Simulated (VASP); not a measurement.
# S (Fm-3m) in VASP: a series of runs

S is run at these levels: PBEsol; tasks: single point.

Everything below comes from runs of VASP 6.6.1. Logs are shortened: lines on timing, memory, paths and dates and some standing lists are left out, and cuts for length are marked.

**1. The cell of the first run**

It takes space group Fm-3m (No. 225, cubic). Conventional cell: a = 4.015 Å, b = 4.015 Å, c = 4.015 Å, α = 90.00°, β = 90.00°, γ = 90.00°. S (site symmetry m-3m) has 12 S at 2.84 Å within 3.7 Å.

**2. Single point, PBEsol**

Input file INCAR:

```
  PREC = Accurate
  ENCUT = 520
  EDIFF = 1E-7
  ISMEAR = 1
  SIGMA = 0.1
  LREAL = F
  LASPH = T
  NELM = 80
  ALGO = Normal
  ISIF = 2
  LWAVE = F
  LCHARG = F
  GGA = PS
  NBANDS = 9
```

Input file KPOINTS:

```
regular mesh
0
Gamma
  12 12 12
```

Input file POSCAR:

```
S
1.0
    0.0000000000      2.0075580008      2.0075580008
    2.0075580008      0.0000000000      2.0075580008
    2.0075580008      2.0075580008      0.0000000000
S
1
Direct
    0.0000000000      0.0000000000      0.0000000000
```

Potentials or basis: VASP PAW PBE potentials, release 64 (S).

Run with:

```console
$ cat potpaw_PBE.64/S/POTCAR > POTCAR
$ mpirun -np 1 vasp_std > vasp.out
```

OUTCAR:

```text
PREC = Accurate
   ENCUT = 520
   EDIFF = 1E-7
   ISMEAR = 1
   LREAL = F
   LASPH = T
   NELM = 80
   ISIF = 2
   GGA = PS

 ion  position               nearest neighbor table
   1  0.000  0.000  0.000-

  LATTYP: Found a face centered cubic cell.
 ALAT       =     4.0151160016

  Lattice vectors:

 A1 = (   0.0000000000,   2.0075580008,   2.0075580008)
 A2 = (   2.0075580008,   0.0000000000,   2.0075580008)
 A3 = (   2.0075580008,   2.0075580008,   0.0000000000)

Analysis of symmetry for initial positions (statically):
=====================================================================
 Subroutine PRICEL returns:
 Original cell was already a primitive cell.

 Routine SETGRP: Setting up the symmetry group for a
 face centered cubic supercell.

 Subroutine GETGRP returns: Found 48 space group operations
 (whereof 48 operations were pure point group operations)
 out of a pool of 48 trial point group operations.

The static configuration has the point symmetry O_h .

Analysis of symmetry for dynamics (positions and initial velocities):
=====================================================================
 Subroutine PRICEL returns:
 Original cell was already a primitive cell.

 Routine SETGRP: Setting up the symmetry group for a
 face centered cubic supercell.

 Subroutine GETGRP returns: Found 48 space group operations
 (whereof 48 operations were pure point group operations)
 out of a pool of 48 trial point group operations.

The dynamic configuration has the point symmetry O_h .

 Subroutine INISYM returns: Found 48 space group operations
 (whereof 48 operations are pure point group operations),
 and found     1 'primitive' translations

----------------------------------------------------------------------------------------

                                     Primitive cell

  volume of cell :      16.1821

  direct lattice vectors                    reciprocal lattice vectors
     0.000000000  2.007558001  2.007558001    -0.249058807  0.249058807  0.249058807
     2.007558001  0.000000000  2.007558001     0.249058807 -0.249058807  0.249058807
     2.007558001  2.007558001  0.000000000     0.249058807  0.249058807 -0.249058807

  length of vectors
     2.839115752  2.839115752  2.839115752     0.431382507  0.431382507  0.431382507

  position of ions in fractional coordinates (direct lattice)
     0.000000000  0.000000000  0.000000000

  ion indices of the primitive-cell ions
   primitive index   ion index
                 1           1

----------------------------------------------------------------------------------------

 KPOINTS: regular mesh

Automatic generation of k-mesh.
 Grid dimensions read from file:
 generate k-points for:   12   12   12

 Generating k-lattice:

  Cartesian coordinates                     Fractional coordinates (reciprocal lattice)
    -0.020754901  0.020754901  0.020754901     0.083333333  0.000000000  0.000000000
     0.020754901 -0.020754901  0.020754901     0.000000000  0.083333333  0.000000000
     0.020754901  0.020754901 -0.020754901     0.000000000  0.000000000  0.083333333

  Length of vectors
     0.035948542  0.035948542  0.035948542

  Shift w.r.t. Gamma in fractional coordinates (k-lattice)
     0.000000000  0.000000000  0.000000000

 Subroutine IBZKPT returns following result:
 ===========================================

 Found     72 irreducible k-points:

 Following reciprocal coordinates:
            Coordinates               Weight
  0.000000  0.000000  0.000000      1.000000
  0.083333  0.000000  0.000000      8.000000
  0.166667  0.000000  0.000000      8.000000
  0.250000  0.000000  0.000000      8.000000
  0.333333  0.000000  0.000000      8.000000
  0.416667  0.000000  0.000000      8.000000
[... 16 lines left out ...]
  0.500000  0.166667  0.000000     24.000000
 -0.416667  0.166667  0.000000     24.000000
 [... further k-points ...]
   k-points           NKPTS =     72   k-points in BZ     NKDIM =     72   number of bands    NBANDS=      9
   number of dos      NEDOS =    301   number of ions     NIONS =      1
   total plane-waves  NPLWV =  13824
   dimension x,y,z NGX =    24 NGY =   24 NGZ =   24
   dimension x,y,z NGXF=    48 NGYF=   48 NGZF=   48
   ions per type =               1
   NGX,Y,Z   is equivalent  to a cutoff of  14.05, 14.05, 14.05 a.u.
   NGXF,Y,Z  is equivalent  to a cutoff of  28.11, 28.11, 28.11 a.u.
 SYSTEM =  unknown system
   PREC   = accura    normal or accurate (medium, high low for compatibility)
   ISTART =      0    job   : 0-new  1-cont  2-samecut
   ICHARG =      2    charge: 1-file 2-atom 10-const
   ISPIN  =      1    spin polarized calculation?
   LNONCOLLINEAR =      F non collinear calculations
   LSORBIT =      F    spin-orbit coupling
   LASPH  =      T    aspherical Exc in radial PAW
   ENCUT  =  520.0 eV  38.22 Ry    6.18 a.u.   5.28  5.28  5.28*2*pi/ulx,y,z
   NELM   =     80;   NELMIN=  2; NELMDL= -5     # of ELM steps
   EDIFF  = 0.1E-06   stopping-criterion for ELM
   LREAL  =      F    real-space projection
   EDIFFG = 0.1E-05   stopping-criterion for IOM
   NSW    =      0    number of steps for IOM
   IBRION =     -1    ionic relax: 0-MD 1-quasi-New 2-CG
   NFREE  =      0    steps in history (QN), initial steepest desc. (CG)
   ISIF   =      2    stress and relaxation
   ISYM   =      2    0-nonsym 1-usesym 2-fastsym
   POTIM  = 0.5000    time-step for ionic-motion
   TEBEG  =    0.0;   TEEND  =   0.0 temperature during run
   PSTRESS=    0.0 pullay stress
   NELECT =       6.0000    total number of electrons
   NUPDOWN=      -1.0000    fix difference up-down
   EMIN   =  10.00;   EMAX   =-10.00  energy-range for DOS
   EFERMI =   0.00;   METHOD = LEGACY
   ISMEAR =     1;   SIGMA  =   0.10  broadening in eV -4-tet -1-fermi 0-gaus
   EFERMI_NEDOS =   21; number of points for ismear=-14 and -15
   IALGO  =     38    algorithm
   IMIX   =      4    mixing-type and parameters
     AMIX     =   0.40;   BMIX     =  1.00
     AMIX_MAG =   1.60;   BMIX_MAG =  1.00
  volume/ion in A,a.u.               =      16.18       109.20
  Fermi-wavevector in a.u.,A,eV,Ry     =   1.176108  2.222522 18.819982  1.383230
  Thomas-Fermi vector in A             =   2.312477
   LORBIT       =      0    0 simple, 1 ext, 2 COOP (PROOUT), +10 PAW based schemes
   GGA     = PS    functional components
   LHFCALC =     F    Hartree Fock is set to
   AEXX    =    0.0000 exact exchange contribution
   IVDW    =     0    specifies the selected vdW correction
   LEPSILON=     F    determine dielectric tensor
   LRPA    =     F    only Hartree local field effects (RPA)
 non-spin polarized calculation
 Methfessel and Paxton  Order N= 1 SIGMA  =   0.10
  energy-cutoff  :      520.00
  volume of cell :       16.18
 maximum number of plane-waves:       448
 NGX is ok and might be reduce to    24
   NGX = 11   NGY = 11   NGZ = 11

 number of electron       5.9999999 magnetization

 Free energy of the ion-electron system (eV)
  ---------------------------------------------------
  ext. energy  EPLUGINS =         0.00000000
  ---------------------------------------------------
  free energy    TOTEN  =        -3.30342062 eV

  energy without entropy =       -3.30382773  energy(sigma->0) =       -3.30355633

 E-fermi :   7.0739     XC(G=0): -11.2093

 val. band max:        7.0427349990   @ k =  -0.4167   0.3333   0.0000
 cond. band min:       7.1137156551   @ k =   0.4167   0.1667   0.0833
 fundamental gap:      0.0709806562
 Fermi energy:         7.0739042212

 k-point     1 :       0.0000    0.0000    0.0000
  band No.  band energies     occupation
      1      -9.4245      2.00000
      2      10.1965      0.00000
      3      10.1965      0.00000
      4      10.1965      0.00000
      5      19.1843      0.00000
      6      19.1843      0.00000
      7      19.1843      0.00000
      8      20.9619      0.00000
      9      24.4838      0.00000

 k-point     2 :       0.0833    0.0000    0.0000
  band No.  band energies     occupation
      1      -9.2634      2.00000
      2       9.3120      0.00000
      3      10.0796      0.00000
      4      10.0796      0.00000
      5      18.8378      0.00000
      6      19.4552      0.00000
      7      19.4552      0.00000
      8      21.5249      0.00000
      9      23.9979      0.00000

 k-point     3 :       0.1667    0.0000    0.0000
  band No.  band energies     occupation
      1      -8.7862      2.00000
      2       7.2580     -0.02583
      3       9.7930      0.00000
      4       9.7930      0.00000
      5      18.0626      0.00000
      6      19.9409      0.00000
      7      19.9409      0.00000
      8      22.9569      0.00000
      9      23.3667      0.00000

 k-point     4 :       0.2500    0.0000    0.0000
  band No.  band energies     occupation
      1      -8.0161      2.00000
      2       4.8443      2.00000
      3       9.4609      0.00000
      4       9.4609      0.00000
      5      17.3357      0.00000
      6      19.7715      0.00000
      7      19.7715      0.00000
      8      23.9531      0.00000
      9      23.9536      0.00000
[... 205 lines left out ...]
 k-point    22 :       0.4167    0.1667    0.0000
  band No.  band energies     occupation
      1      -6.1401      2.00000
      2       2.2266      2.00000
      3       7.2074     -0.06770
      4       7.9424     -0.00000
      5      15.7997      0.00000
      6      18.7640      0.00000
      7      21.1731      0.00000
      8      22.4429      0.00000
      9      28.5580      0.00000

 k-point    23 :       0.5000    0.1667    0.0000
  band No.  band energies     occupation
      1      -5.2153      2.00000
      2       0.7167      2.00000
      3       6.6275      2.00000
      4       8.0494     -0.00000
      5      15.7795      0.00000
      6      19.1069      0.00000
      7      20.5036      0.00000
      8      23.7435      0.00000
      9      28.3145      0.00000

 k-point    24 :      -0.4167    0.1667    0.0000
  band No.  band energies     occupation
      1      -5.0425      2.00000
      2       0.4690      2.00000
      3       6.2323      2.00000
      4       8.3500     -0.00000
      5      16.1478      0.00000
      6      19.1627      0.00000
      7      20.0969      0.00000
      8      24.7955      0.00000
      9      27.1752      0.00000

 [... further k-points ...]

------------------------ aborting loop because EDIFF is reached ----------------------------------------

  FORCE on cell =-STRESS in cart. coord.  units (eV):
  Direction    XX          YY          ZZ          XY          YZ          ZX
  --------------------------------------------------------------------------------------
  -------------------------------------------------------------------------------------
  Total       -0.6195485     -0.6195485     -0.6195485      0.0000000      0.0000000     -0.0000000
  in kB      -61.3411023    -61.3411023    -61.3411023      0.0000000      0.0000000     -0.0000000
  external PRESSURE =     -61.3411023 kB  Pullay stress =       0.0000000 kB

 VOLUME and BASIS-vectors are now :
 -----------------------------------------------------------------------------
  energy-cutoff  :      520.00
  volume of cell :       16.18
      direct lattice vectors                 reciprocal lattice vectors
     0.000000000  2.007558001  2.007558001    -0.249058807  0.249058807  0.249058807
     2.007558001  0.000000000  2.007558001     0.249058807 -0.249058807  0.249058807
     2.007558001  2.007558001  0.000000000     0.249058807  0.249058807 -0.249058807

 POSITION                                       TOTAL-FORCE (eV/Angst)
 -----------------------------------------------------------------------------------
      0.00000      0.00000      0.00000         0.000000      0.000000      0.000000
 -----------------------------------------------------------------------------------
    total drift:                                0.000000     -0.000000     -0.000000

  FREE ENERGIE OF THE ION-ELECTRON SYSTEM (eV)
  ---------------------------------------------------
  free  energy   TOTEN  =        -3.3034206229 eV

  energy  without entropy=       -3.3038277310  energy(sigma->0) =       -3.30355633
```

It took 6.6 s on 1 thread of Intel Xeon Platinum 8488C (Sapphire Rapids), shared host; peak memory 0.13 GiB.

Results:

```yaml
Free_energy: -3.3034 eV
Pressure: -6.1 GPa
Band_gap_on_the_k_mesh: zero (band 3 reaches 10.20 eV, above the bottom of band 4 at 4.61 eV)
```

Caveat: the PAW data sets were made with another functional, which shifts forces and pressure a little.

(Continued in part 2 of 2.)
